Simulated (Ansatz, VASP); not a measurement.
**Two plane-wave programs on SnSe**

```xyz
4
Lattice="2.1550 -5.8525 0.0000 2.1550 5.8525 0.0000 0.0000 0.0000 4.3180" Properties=species:S:1:pos:R:3 pbc="T T T"
Sn    2.2000   -4.4479    1.0795
Sn    2.1550    4.4479    3.2385
Se    2.1550   -1.6855    1.0795
Se    2.1550    1.6855    3.2385
```

Change from the starting cell: one atom moved.

Alike in both runs: task single point; functional PBE; k mesh 8 × 8 × 6; occupations gaussian, width 0.02 eV; no spin polarisation.

|  | VASP | Ansatz |
| --- | --- | --- |
| version | VASP 6.6.1 | Ansatz 0.2.0 |
| potentials or method | VASP PAW PBE potentials, release 64 (Sn_d, Se), cutoff 520 eV | scalar-relativistic, plane waves, PAW |
| valence electrons in the cell | 40 | 60 |

Ansatz gave:

* gap on the k mesh at the Fermi level (eV): 0.32
* least direct gap on the mesh (eV): 0.33
* pressure (GPa): -0.5
* traceless stress, the component that is largest in VASP (GPa): 0.66
* rms of the force components (eV/Å): 0.114

Which values does VASP return?

gap on the k mesh at the Fermi level (eV): 0.31; least direct gap on the mesh (eV): 0.33; pressure (GPa): -0.5; traceless stress, the component that is largest in VASP (GPa): 0.68; rms of the force components (eV/Å): 0.109.

Atom by atom the forces differ by 0.006 eV/Å (rms over components). VASP's potentials hold 40 valence electrons a cell and Ansatz's 60, so a difference there can come from the potentials and not from the codes.
